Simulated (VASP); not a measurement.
Write the native input for VASP 6.6.1 that does the following.

| Property | Result |
| --- | --- |
| Task | single point |
| Functional | LDA |
| Potentials or basis | VASP PAW LDA potentials, release 64 (Na_pv, F) |
| Cutoff | 520 eV |
| k mesh | 6 × 8 × 6 |
| Occupations | gaussian, width 0.02 eV |
| Spin | no spin polarisation |
| Dipole correction | no |
| k mesh for the DOS | 9 × 12 × 9 |
| Occupations for the DOS | tetrahedron |
| Further INCAR settings | ALGO = Normal; EDIFF = 1e-06 |

The system is NaF.

```
Na F
1.0
     5.62131    0.00000    0.02129
     0.00000    3.27948    0.00000
    -2.78488    0.00000    4.90853
Na F
3 3
Direct
  0.54128 0.50000 0.87389
  0.83436 0.00000 0.54164
  0.20880 0.00000 0.16714
  0.79377 0.00000 0.12783
  0.12459 0.50000 0.83116
  0.49721 0.50000 0.45833
```

The input as run:

POSCAR

```
NaF
1.0
    5.6213085373      0.0000000000      0.0212946156
    0.0000000000      3.2794847508      0.0000000000
   -2.7848813878      0.0000000000      4.9085318472
Na F
3 3
Direct
    0.5412846351      0.5000000000      0.8738900002
    0.8343561579      0.0000000000      0.5416447928
    0.2087970779      0.0000000000      0.1671403566
    0.7937653956      0.0000000000      0.1278318191
    0.1245863474      0.5000000000      0.8311590584
    0.4972103861      0.5000000000      0.4583339728
```

INCAR.step1

```
SYSTEM = NaF
PREC = Accurate
ENCUT = 520
EDIFF = 1E-6
ISMEAR = 0
SIGMA = 0.02
LREAL = .False.
LASPH = .True.
NELM = 60
ALGO = Normal
ISIF = 2
LWAVE = .False.
LCHARG = .True.
NBANDS = 30
```

KPOINTS.step1

```
Automatic mesh
0
Gamma
  6 8 6
  0 0 0
```

INCAR.step2

```
SYSTEM = NaF
PREC = Accurate
ENCUT = 520
EDIFF = 1E-6
ISMEAR = -5
SIGMA = 0.02
LREAL = .False.
LASPH = .True.
NELM = 60
ALGO = Normal
ISIF = 2
LWAVE = .False.
LCHARG = .False.
LORBIT = 10
NEDOS = 2001
ICHARG = 11
```

KPOINTS.step2

```
Automatic mesh
0
Gamma
  9 12 9
  0 0 0
```

Potentials or basis: VASP PAW LDA potentials, release 64 (Na_pv, F).

Command:

```console
$ cat potpaw_LDA.64/Na_pv/POTCAR potpaw_LDA.64/F/POTCAR > POTCAR
$ cp INCAR.step1 INCAR
$ cp KPOINTS.step1 KPOINTS
$ mpirun -np 1 vasp_std > vasp.out
$ cp INCAR.step2 INCAR
$ cp KPOINTS.step2 KPOINTS
$ mpirun -np 1 vasp_std > vasp.out
```

Results of the run:

```yaml
Valence_electrons_inside_the_program's_atomic_spheres: Na 6.05, 6.03 (each value once); F 6.07, 6.06 (each value once)
```

Wall time 6.9 min on 1 thread of Intel(R) Xeon(R) Platinum 8488C (Sapphire Rapids) (shared host), peak memory 0.52 GiB.
